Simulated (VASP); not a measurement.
Set up this calculation in VASP 6.6.1, as the native input.

```yaml
Task: single point
Functional: PBE
Potentials_or_basis: VASP PAW PBE potentials, release 64 (H, C, Cl)
Cutoff: 520 eV
k_mesh: 2 × 2 × 1
Occupations: fermi-dirac, width 0.05 eV
Spin: no spin polarisation
Dipole_correction: no
Further_INCAR_settings: LREAL = Auto; ALGO = Normal; EDIFF = 1e-06; NBANDS = 72
```

The structure of H4C10Cl lies in POSCAR:

```
H4C10Cl
1.0
    5.0487420000      0.0000000000      0.0000000000
    0.0000000000      5.0487420000      0.0000000000
    0.0000000000      0.0000000000     17.1647000000
H C Cl
8 20 2
Direct
    0.4277897346      0.0000000000      0.0582591015
    0.0722160095      0.0000000000      0.0582591015
    0.9277954786      0.0000000000      0.0582591015
    0.5722217535      0.0000000000      0.0582591015
    0.4277897346      0.5000057440      0.0582591015
    0.0722160095      0.5000057440      0.0582591015
    0.9277954786      0.5000057440      0.0582591015
    0.5722217535      0.5000057440      0.0582591015
    0.2500028720      0.0000000000      0.0952361533
    0.7500086160      0.0000000000      0.0952361533
    0.2500028720      0.5000057440      0.0952361533
    0.7500086160      0.5000057440      0.0952361533
    0.2500028720      0.2500028720      0.1472324014
    0.7500086160      0.2500028720      0.1472324014
    0.2500028720      0.7500086160      0.1472324014
    0.7500086160      0.7500086160      0.1472324014
   -0.0171924016      0.2318597385      0.1971954069
    0.4868935668      0.2734542585      0.1882235052
    0.0112899411      0.7430761960      0.2087540126
    0.4944400011      0.7659531820      0.2048215232
   -0.0313939591      0.0356920595      0.2588568399
    0.4577377889      0.0256499540      0.2533105734
   -0.0308987863      0.4871114428      0.2486906267
    0.4903201629      0.4861409040      0.2492790436
    0.2534492751      0.1431049557      0.2990730977
    0.7317466410      0.1402131462      0.2949192238
    0.2359003490      0.4132910733      0.2842927636
    0.7312514682      0.4159055860      0.2976807052
    1.2692072599      0.9105634631      0.6042634010
    0.9090383307      0.8034080569      0.6139285860
```

One way to write it, as run:

INCAR

```
SYSTEM = H4C10Cl
ALGO     = Normal         ! electronic algorithm
EDIFF    = 1E-6           ! SCF threshold, eV
ENCUT    = 520            ! plane-wave cutoff, eV
GGA      = PE             ! functional
ISIF     = 2              ! what is computed and relaxed
ISMEAR   = -1             ! smearing method
LASPH    = .True.         ! aspherical terms in the spheres
LCHARG   = .False.        ! write CHGCAR
LREAL    = Auto         
LWAVE    = .False.        ! write WAVECAR
NBANDS   = 72             ! bands
NELM     = 100            ! most SCF steps
PREC     = Accurate       ! precision mode
SIGMA    = 0.05           ! smearing width, eV
```

KPOINTS

```
k-points
0
Gamma
  2 2 1
  0 0 0
```

Potentials or basis: VASP PAW PBE potentials, release 64 (H, C, Cl).

The run is started by

```bash
$ cat potpaw_PBE.64/H/POTCAR potpaw_PBE.64/C/POTCAR potpaw_PBE.64/Cl/POTCAR > POTCAR
$ mpirun -np 1 vasp_std > vasp.out
```

It gave:

The largest force is 8.933 eV/Å. The band gap on the k mesh is 0.30 eV (least direct gap 0.67 eV).

Caveat: the k points lie up to 0.62 Å⁻¹ apart; the atoms stand as in a frame of molecular dynamics.

Run time: 5.7 min on 1 thread of Intel(R) Xeon(R) Platinum 8259CL CPU @ 2.50GHz (Skylake/Cascade Lake) (shared host), peak memory 0.48 GiB.
